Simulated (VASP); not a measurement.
Cu: single point with LDA

Cu:

```
Cu
1.0
     2.53410    0.00000    0.00000
    -1.26705    2.19459    0.00000
     0.00000    0.00000    4.11257
Cu
2
Direct
  0.33333 0.66667 0.25000
  0.66667 0.33333 0.75000
```

| Property | Result |
| --- | --- |
| Program | VASP 6.6.1 |
| Task | single point |
| Functional | LDA |
| Potentials or basis | VASP PAW LDA potentials, release 64 (Cu) |
| Cutoff | 520 eV |
| k mesh | 14 × 14 × 7 |
| Occupations | fermi-dirac, width 0.05 eV |
| Spin | no spin polarisation |
| Dipole correction | no |
| Further INCAR settings | ALGO = Normal; EDIFF = 1e-07; NBANDS = 18 |

```
Pressure               : -7.1 GPa
Band gap on the k mesh : zero (band 11 reaches 11.32 eV, above the bottom of band 12 at 5.79 eV)
```

Stress tensor (GPa, compression positive):
```
-7.40  0.00  0.00
 0.00 -7.40  0.00
 0.00  0.00 -6.50
```

Levels at points of the mesh, in eV from the Fermi level:
| k point | band 7 | band 8 | band 9 | band 10 | band 11 | band 12 | band 13 | band 14 | band 15 | band 16 |
| --- | --- | --- | --- | --- | --- | --- | --- | --- | --- | --- |
| (0.00, 0.00, 0.00) | -2.82 | -2.54 | -2.54 | -1.73 | -1.73 | -0.95 | 4.04 | 21.70 | 22.02 | 22.02 |
| (0.50, 0.00, 0.00) | -2.78 | -1.65 | -1.58 | -1.54 | 0.04 | 1.64 | 7.97 | 8.37 | 11.03 | 11.35 |

It took 73 s on 1 thread of AMD EPYC 7R13, on a shared host, peak memory 0.11 GiB.
